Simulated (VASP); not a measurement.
Write the native input for VASP 6.6.1 that does the following.

- Task: single point
- Functional: PBEsol
- Potentials or basis: VASP PAW PBE potentials, release 64 (Sn_d)
- Cutoff: 520 eV
- k mesh: 16 × 16 × 16
- Occupations: gaussian, width 0.1 eV
- Spin: no spin polarisation
- Dipole correction: no
- Further INCAR settings: ALGO = Fast; EDIFF = 1e-06; NBANDS = 21

The structure of Sn lies in POSCAR:

```
Sn
1.0
   -2.9202267338      2.9202267338      1.5755882559
    2.9202267338     -2.9202267338      1.5755882559
    2.9202267338      2.9202267338     -1.5755882559
Sn
2
Direct
    0.0000000000      0.0000000000      0.0000000000
    0.7500000000      0.2500000000      0.5000000000
```

These files were run (other wordings do the same):

INCAR

```
SYSTEM = Sn
PREC     = Accurate       ! precision mode
ENCUT    = 520            ! plane-wave cutoff, eV
EDIFF    = 1E-6           ! SCF threshold, eV
ISMEAR   = 0              ! smearing method
SIGMA    = 0.1            ! smearing width, eV
LREAL    = .False.        ! projectors in reciprocal space
LASPH    = .True.         ! aspherical terms in the spheres
NELM     = 80             ! most SCF steps
ALGO     = Fast           ! electronic algorithm
ISIF     = 2              ! what is computed and relaxed
LWAVE    = .False.        ! write WAVECAR
LCHARG   = .True.         ! write CHGCAR
GGA      = PS             ! functional
LELF     = .True.         ! ELF
LVHAR    = .True.       
NBANDS   = 21             ! bands
```

KPOINTS

```
Automatic mesh
0
Gamma
  16 16 16
  0 0 0
```

Potentials or basis: VASP PAW PBE potentials, release 64 (Sn_d).

The run is started by

```console
$ cat potpaw_PBE.64/Sn_d/POTCAR > POTCAR
$ mpirun -np 1 vasp_std > vasp.out
```

It gave:

```json
{
  "Pressure": "0.0 GPa",
  "Band gap on the k mesh": "zero (bands 14 and 15 overlap by 4.32 eV)"
}
```

Caveat: the PAW data sets were made with another functional, which shifts forces and pressure a little; spin-orbit coupling is left out, which moves the levels of the heavy elements.

Wall time 3.6 min on 1 thread of Intel(R) Xeon(R) 6975P-C (Granite Rapids), with other jobs on the host, peak memory 0.43 GiB.
